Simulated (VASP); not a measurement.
**Ta2Si2Ge: single point with PBE**

Ta2Si2Ge:

```
Ta Si Ge
1.0
     2.97216    0.00000    0.00000
    -1.48608    2.57397    0.00000
     0.00000    0.00000   11.58510
Ta Si Ge
2 2 1
Direct
  0.33333 0.66667 0.22539
  0.33333 0.66667 0.77461
  0.66667 0.33333 0.40065
  0.66667 0.33333 0.59935
  0.33333 0.66667 0.00000
```

- Program: VASP 6.6.1
- Task: single point
- Functional: PBE
- Potentials or basis: VASP PAW PBE potentials, release 64 (Ta_pv, Si, Ge_d)
- Cutoff: 520 eV
- k mesh: 6 × 6 × 2
- Occupations: gaussian, width 0.1 eV
- Spin: no spin polarisation

```yaml
Pressure: 0.1 GPa
Largest_force: 0.012 eV/Å
Band_gap_on_the_k_mesh: zero (band 22 reaches 8.18 eV, above the bottom of band 23 at 6.24 eV)
```

Forces on the atoms (eV/Å):
```
Ta   0.000  0.000 -0.012
Ta   0.000  0.000  0.012
Si   0.000  0.000  0.003
Si   0.000  0.000 -0.003
Ge   0.000  0.000  0.000
```

Stress tensor (GPa, compression positive):
```
0.08 0.00 0.00
0.00 0.08 0.00
0.00 0.00 0.01
```

Levels at points of the mesh, in eV from the Fermi level:
```tsv
k point	band 18	band 19	band 20	band 21	band 22	band 23	band 24	band 25	band 26	band 27
(0.00, 0.00, 0.00)	-2.78	0.30	0.30	0.32	0.32	2.50	2.57	2.57	2.75	2.75
(0.50, 0.00, 0.00)	-3.94	-2.71	-2.41	-1.08	-0.69	0.52	0.95	1.06	2.22	3.00
(0.00, 0.00, 0.50)	-2.76	0.31	0.31	0.31	0.31	1.90	2.61	2.61	2.70	2.70
(0.50, 0.00, 0.50)	-4.19	-2.73	-2.69	-1.57	-0.11	0.65	0.76	1.29	2.40	3.37
```

Run time: 54 s on 1 thread of AMD EPYC 7R43 64-Core Processor (Zen 3) (shared host), peak memory 0.19 GiB.

Caveat: the k points lie up to 0.41 Å⁻¹ apart; spin-orbit coupling is left out, which moves the levels of the heavy elements.
